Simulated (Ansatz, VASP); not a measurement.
One calculation of Pd, two programs

```
Pd
1.0
    -1.54319    1.54319    1.54319
     1.54319   -1.54319    1.54319
     1.54319    1.54319   -1.54319
Pd
1
Direct
  0.00000 0.00000 0.00000
```

Alike in both runs: task relaxation of cell and atoms; functional PBEsol; k mesh 18 × 18 × 18; occupations gaussian, width 0.1 eV; no spin polarisation.

|  | VASP | Ansatz |
| --- | --- | --- |
| version | VASP 6.6.1 | Ansatz 0.2.0 |
| potentials or method | VASP PAW PBE potentials, release 64 (Pd), cutoff 600 eV | scalar-relativistic, plane waves, PAW |
| valence electrons in the cell | 10 | 18 |

|  | VASP | Ansatz | Ansatz less VASP |
| --- | --- | --- | --- |
| gap on the k mesh at the Fermi level, each at its own relaxed structure (eV) | none | none | - |
| relaxed volume (Å³/atom) | 14.63 | 14.66 | +0.030 |
| relaxed cell length with the largest relative difference (Å) | 2.669 | 2.670 | +0.0018 |

VASP's potentials were made for PBE, not for PBEsol. A gap of «none» marks a metal or a gap that the smearing closes. VASP's potentials hold 10 valence electrons a cell and Ansatz's 18, so a difference there can come from the potentials and not from the codes.
